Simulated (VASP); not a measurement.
Write the native input for VASP 6.6.1 that does the following.

```yaml
Task: single point
Functional: PBE
Potentials_or_basis: VASP PAW PBE potentials, release 64 (Al, Ni)
Cutoff: 520 eV
k_mesh: 18 × 18 × 18
Occupations: gaussian, width 0.15 eV
Spin: no spin polarisation
Dipole_correction: no
Further_INCAR_settings: ALGO = Fast; EDIFF = 1e-06; NBANDS = 14
```

The structure of AlNi lies in POSCAR:

```
AlNi
1.0
    2.9172378845     -0.3121767478     -0.3121767478
   -0.3121767478      2.9172378845     -0.3121767478
   -0.3121767478     -0.3121767478      2.9172378845
Al Ni
1 1
Direct
    0.0000000000      0.0000000000      0.0000000000
    0.5000000000      0.5000000000      0.5000000000
```

This cell differs from its parent crystal: ratio of the length along [111] to the lengths across it x 0.71, volume and fractional coordinates fixed.

The input as run:

INCAR

```
  PREC = Accurate
  ENCUT = 520
  EDIFF = 1E-6
  ISMEAR = 0
  SIGMA = 0.15
  LREAL = False
  LASPH = True
  NELM = 80
  ALGO = Fast
  ISIF = 2
  LWAVE = False
  LCHARG = False
  GGA = PE
  NBANDS = 14
```

KPOINTS

```
Automatic mesh
0
Gamma
  18 18 18
```

Potentials or basis: VASP PAW PBE potentials, release 64 (Al, Ni).

Command:

```bash
$ cat potpaw_PBE.64/Al/POTCAR potpaw_PBE.64/Ni/POTCAR > POTCAR
$ mpirun -np 1 vasp_std > vasp.out
```

It gave:

```
Pressure : 30.5 GPa
```

It took 120 s on 1 thread of Intel(R) Xeon(R) Platinum 8259CL CPU @ 2.50GHz (Skylake/Cascade Lake), with other jobs on the host, peak memory 0.31 GiB.
